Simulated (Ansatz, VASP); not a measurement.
## One calculation of Ge, two programs

```
Ge
1.0
     2.94153    0.00000    0.00000
    -1.47076    2.54744    0.00000
     0.00000    0.00000    4.89809
Ge
2
Direct
  0.33333 0.66667 0.25000
  0.66667 0.33333 0.75000
```

Alike in both runs: functional PBEsol; k mesh 21 × 21 × 12; occupations gaussian, width 0.1 eV; no spin polarisation.

Ansatz relaxed the structure, and its values are those at the end. VASP's run is a single point on that final structure, the one shown.

|  | VASP | Ansatz |
| --- | --- | --- |
| version | VASP 6.6.1 | Ansatz 0.2.0 |
| potentials or method | VASP PAW PBE potentials, release 64 (Ge_d), cutoff 520 eV | scalar-relativistic, plane waves, PAW |
| valence electrons in the cell | 28 | 28 |

|  | VASP | Ansatz | Ansatz less VASP |
| --- | --- | --- | --- |
| gap on the k mesh at the Fermi level (eV) | none | none | - |
| pressure (GPa) | 0.1 | 0.0 | -0.05 |

VASP's potentials were made for PBE, not for PBEsol. A gap of «none» marks a metal or a gap that the smearing closes. The functional is the same, so the differences come from potentials, cutoffs and numerics.
